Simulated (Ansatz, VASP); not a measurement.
**EuO: VASP beside Ansatz**

File INCAR:

```
PREC = Accurate
ENCUT = 600
EDIFF = 1E-6
ISMEAR = 0
SIGMA = 0.05
LREAL = False
LASPH = True
NELM = 200
ALGO = Normal
ISIF = 2
LWAVE = False
LCHARG = False
ISPIN = 2
MAGMOM = 7.22 0
LORBIT = 11
LMAXMIX = 6
GGA = PE
NBANDS = 22
GGA_COMPAT = False
```

The input KPOINTS:

```
Automatic mesh
0
Gamma
  12 12 12
```

POSCAR

```
EuO
1.0
    0.0000000000      2.4960984211      2.4960984211
    2.4960984211      0.0000000000      2.4960984211
    2.4960984211      2.4960984211      0.0000000000
Eu O
1 1
Direct
    0.0000000000      0.0000000000      0.0000000000
    0.5000000000      0.5000000000      0.5000000000
```

Input for Ansatz:

```yaml
crystal:
  lattice:
    - [0.0, 2.4960984211, 2.4960984211]
    - [2.4960984211, 0.0, 2.4960984211]
    - [2.4960984211, 2.4960984211, 0.0]
  atoms:
    - { symbol: Eu, position: [0.0, 0.0, 0.0], spin: 7.22 }
    - { symbol: O, position: [0.5, 0.5, 0.5] }
basis:
  ecutwfc: 420
  ecutrho_ratio: 4
kpoints:
  mp_grid: { grid: [12, 12, 12] }
hamiltonian:
  xc: pbe
scf:
  occupations: { method: gaussian, width: 0.05 }
output:
  forces: true
  stress: true
  eigenvalues: true
  populations: true
magnetization:
  spin_polarized: true
```

Alike in both runs: task single point; functional PBE; k mesh 12 × 12 × 12; occupations gaussian, width 0.05 eV; collinear spin.

|  | VASP | Ansatz |
| --- | --- | --- |
| version | VASP 6.6.1 | Ansatz 0.2.0 |
| potentials or method | VASP PAW PBE potentials, release 64 (Eu, O), cutoff 600 eV | scalar-relativistic, plane waves, PAW |
| valence electrons in the cell | 23 | 23 |

```tsv
	VASP	Ansatz	Ansatz less VASP
gap on the k mesh at the Fermi level (eV)	none	none	-
pressure (GPa)	4.0	4.4	+0.34
net moment per atom (μB)	3.46	3.47	+0.007
size of the moment on the site where the two differ most (μB)	0.10	0.08	-0.020
```

Site moments also hang on the region over which each program counts them. A gap of «none» marks a metal or a gap that the smearing closes. The functional is the same, so the differences come from potentials, cutoffs and numerics. Ansatz's warnings: given moment on shells.

Spin-orbit coupling is off throughout.
